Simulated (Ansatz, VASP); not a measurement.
**LiH in VASP and in Ansatz**

INCAR

```
SYSTEM = LiH
PREC     = Accurate       ! precision mode
ENCUT    = 520            ! plane-wave cutoff, eV
EDIFF    = 1E-6           ! SCF threshold, eV
ISMEAR   = 0              ! smearing method
SIGMA    = 0.01           ! smearing width, eV
LREAL    = .FALSE.        ! projectors in reciprocal space
LASPH    = .TRUE.         ! aspherical terms in the spheres
NELM     = 60             ! most SCF steps
ALGO     = Normal         ! electronic algorithm
ISIF     = 2              ! what is computed and relaxed
LWAVE    = .FALSE.        ! write WAVECAR
LCHARG   = .FALSE.        ! write CHGCAR
GGA      = PS             ! functional
NBANDS   = 9              ! bands
```

KPOINTS

```
Automatic mesh
0
G
  10 10 10
  0 0 0
```

The input POSCAR:

```
LiH
1.0
    0.0000000000      1.9903685597      2.0003204025
    1.9903685597      0.0000000000      2.0003204025
    1.9903685597      1.9903685597      0.0000000000
Li H
1 1
Direct
    0.0000000000      0.0000000000      0.0000000000
    0.5000000000      0.5000000000      0.5000000000
```

Input for Ansatz:

```yaml
crystal:
  lattice:
    - [0.0, 1.99036855974, 2.00032040254]
    - [1.99036855974, 0.0, 2.00032040254]
    - [1.99036855974, 1.99036855974, 0.0]
  atoms:
    - { symbol: Li, position: [0.0, 0.0, 0.0] }
    - { symbol: H, position: [0.5, 0.5, 0.5] }
kpoints:
  mp_grid: { grid: [10, 10, 10] }
scf:
  occupations: { method: fixed }
  convergence: { dr2_threshold: 1.0e-10 }
hamiltonian:
  xc: pbesol
  pseudopotentials: { kind: all_electron, lapw: { basis_error: 0.0005 } }
output:
  forces: true
  stress: true
  eigenstates:
    kpoints:
      - [0.0, 0.0, 0.0]
      - [0.0, -0.5, -0.5]
      - [-0.5, 0.0, -0.5]
      - [-0.5, -0.5, 0.0]
      - [-0.5, 0.0, 0.0]
      - [0.0, -0.5, 0.0]
      - [0.0, 0.0, -0.5]
      - [-0.5, -0.5, -0.5]
  eigenvalues: true
```

Change from the starting cell: z stretched by +0.5 %, x and y held.

Alike in both runs: task single point; functional PBEsol; k mesh 10 × 10 × 10; no spin polarisation.

|  | VASP | Ansatz |
| --- | --- | --- |
| version | VASP 6.6.1 | Ansatz 0.2.0 |
| potentials or method | VASP PAW PBE potentials, release 64 (Li_sv, H), cutoff 520 eV | all-electron LAPW, scalar-relativistic |
| occupations | gaussian, width 0.01 eV | fixed |

Ansatz gave:

- gap on the k mesh at the Fermi level (eV): 2.68

Task: Which values does VASP return?

Result: gap on the k mesh at the Fermi level (eV): 2.67.

VASP's potentials were made for PBE, not for PBEsol. Ansatz ran all-electron here, and VASP with PAW potentials.

Noted on VASP's run: the cutoff is short for stress, so the pressure is rough.
